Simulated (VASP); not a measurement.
Here is a VASP 6.6.1 calculation.

The input POSCAR:

```
Hf
1.0
   -1.8591500000      1.8050000000      1.8050000000
    1.8591500000     -1.8050000000      1.8050000000
    1.8591500000      1.8050000000     -1.8050000000
Hf
1
Direct
    0.0000000000      0.0000000000      0.0000000000
```

Contents of INCAR.step1:

```
SYSTEM = Hf
PREC = Accurate ; ENCUT = 520
ISMEAR = 0 ; SIGMA = 0.15
LREAL = .FALSE. ; LASPH = .TRUE.
NELM = 60 ; NBANDS = 11
GGA = PE ; ALGO = Normal
EDIFF = 1E-4 ; LWAVE = .TRUE.
LCHARG = .FALSE.
```

Contents of INCAR.step2:

```
SYSTEM = Hf
PREC = Accurate ; ENCUT = 520
EDIFF = 1E-7 ; ISMEAR = 0
SIGMA = 0.15 ; LREAL = .FALSE.
LASPH = .TRUE. ; NELM = 60
ALGO = Normal ; ISIF = 2
LWAVE = .FALSE. ; LCHARG = .FALSE.
METAGGA = R2SCAN ; LMIXTAU = .TRUE.
NBANDS = 11 ; ISTART = 1
```

KPOINTS

```
Automatic mesh
0
G
  18 18 18
  0 0 0
```

Potentials or basis: VASP PAW PBE potentials, release 64 (Hf_pv).

The run is started by

```sh
$ cat potpaw_PBE.64/Hf_pv/POTCAR > POTCAR
$ cp INCAR.step1 INCAR
$ mpirun -np 1 vasp_std > vasp.out
$ cp INCAR.step2 INCAR
$ mpirun -np 1 vasp_std > vasp.out
```

Task: What does it give for the pressure?

Result: -8.2 GPa.

Task: Predict the band gap on the k mesh.

Result: Zero (bands 5 and 6 overlap by 2.30 eV).

Stress tensor (GPa, compression positive):
```
-6.86  0.00  0.00
 0.00 -8.81  0.00
 0.00  0.00 -8.81
```

Caveat: the cell differs from its parent crystal (strain +0.0300 x Voigt [1, 0, 0, 0, 0, 0]); the cell stands under tension; the PAW data sets were made with another functional, which shifts forces and pressure a little; spin-orbit coupling is left out, which moves the levels of the heavy elements.
